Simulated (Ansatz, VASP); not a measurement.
Two plane-wave programs on NaZr3

```
Na Zr
1.0
    -2.25583    2.25583    4.57891
     2.25583   -2.25583    4.57891
     2.25583    2.25583   -4.57891
Na Zr
1 3
Direct
  0.00000 0.00000 0.00000
  0.50000 0.50000 0.00000
  0.25000 0.75000 0.50000
  0.75000 0.25000 0.50000
```

Alike in both runs: functional PBE; k mesh 6 × 6 × 6; occupations gaussian, width 0.1 eV; no spin polarisation.

Ansatz relaxed the structure, and its values are those at the end. VASP's run is a single point on that final structure, the one shown.

```csv
,VASP,Ansatz
version,VASP 6.6.1,Ansatz 0.2.0
potentials or method,"VASP PAW PBE potentials, release 64 (Na_pv, Zr_sv), cutoff 520 eV","scalar-relativistic, plane waves, PAW"
valence electrons in the cell,43,45
```

|  | VASP | Ansatz | Ansatz less VASP |
| --- | --- | --- | --- |
| gap on the k mesh at the Fermi level (eV) | none | none | - |
| pressure (GPa) | 0.2 | 0.2 | -0.02 |

A gap of «none» marks a metal or a gap that the smearing closes. With one functional, cell and mesh, what is left measures potentials, basis and numerics. VASP's potentials hold 43 valence electrons a cell and Ansatz's 45, so a difference there can come from the potentials and not from the codes.
